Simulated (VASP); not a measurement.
A run of VASP 6.6.1 is set up as follows.

File INCAR:

```
ALGO     = Normal         # electronic algorithm
EDIFF    = 1E-6           # SCF threshold, eV
ENCUT    = 520            # plane-wave cutoff, eV
GGA      = PE             # functional
ISIF     = 2              # what is computed and relaxed
ISMEAR   = 0              # smearing method
LASPH    = T              # aspherical terms in the spheres
LCHARG   = T              # write CHGCAR
LELF     = T              # ELF
LREAL    = F              # projectors in reciprocal space
LVHAR    = T            
LWAVE    = F              # write WAVECAR
NBANDS   = 11             # bands
NELM     = 60             # most SCF steps
PREC     = Accurate       # precision mode
SIGMA    = 0.05           # smearing width, eV
```

KPOINTS

```
k-points
0
Gamma
  12 12 12
```

File POSCAR:

```
Si
1.0
    0.0000000000      2.7667805704      2.7667805704
    2.7667805704      0.0000000000      2.7667805704
    2.7667805704      2.7667805704      0.0000000000
Si
2
Direct
    0.7500000000      0.7500000000      0.7500000000
    0.5000000000      0.5000000000      0.5000000000
```

Potentials or basis: VASP PAW PBE potentials, release 64 (Si).

The run is started by

```sh
$ cat potpaw_PBE.64/Si/POTCAR > POTCAR
$ mpirun -np 1 vasp_std > vasp.out
```

Problem. Predict the pressure.

Solution. -2.9 GPa.

Problem. What does it give for the band gap on the k mesh?

Solution. 0.67 eV (least direct gap 2.49 eV).

A k mesh can miss the band edges. Expect the measured gap to be larger: semilocal functionals such as PBE lack the derivative discontinuity.
